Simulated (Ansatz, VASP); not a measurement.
Al3GaN4 in VASP and in Ansatz

```
Al Ga N
1.0
     4.40699    0.00000    0.00000
     0.00000    4.40699    0.00000
     0.00000    0.00000    4.75955
Al Ga N
3 1 4
Cartesian
  2.2035 2.2035 0.0000
  2.2035 0.0000 2.3798
  0.0000 2.2035 2.3798
  0.0000 0.0000 0.0000
  3.2819 3.2819 1.2151
  3.2819 1.1251 3.5445
  1.1251 3.2819 3.5445
  1.1251 1.1251 1.2151
```

Change from the starting cell: strain +0.000 along x and y, +0.080 along z, atoms carried along.

Alike in both runs: task single point; functional PBEsol; k mesh 6 × 6 × 6; occupations gaussian, width 0.05 eV; no spin polarisation.

|  | VASP | Ansatz |
| --- | --- | --- |
| version | VASP 6.6.1 | Ansatz 0.2.0 |
| potentials or method | VASP PAW PBE potentials, release 64 (Al, Ga_d, N), cutoff 520 eV | scalar-relativistic, plane waves, PAW |
| valence electrons in the cell | 42 | 42 |

```tsv
	VASP	Ansatz	Ansatz less VASP
gap on the k mesh at the Fermi level (eV)	2.64	2.63	-0.013
least direct gap on the mesh (eV)	2.66	2.65	-0.013
pressure (GPa)	-13.4	-13.3	+0.11
traceless stress, the component that is largest in VASP (GPa)	-8.30	-8.28	+0.022
rms of the force components (eV/Å)	0.026	0.026	+0.0002
```

VASP's potentials were made for PBE, not for PBEsol. Atom by atom the forces differ by 0.000 eV/Å (rms over components). The functional is the same, so the differences come from potentials, cutoffs and numerics.
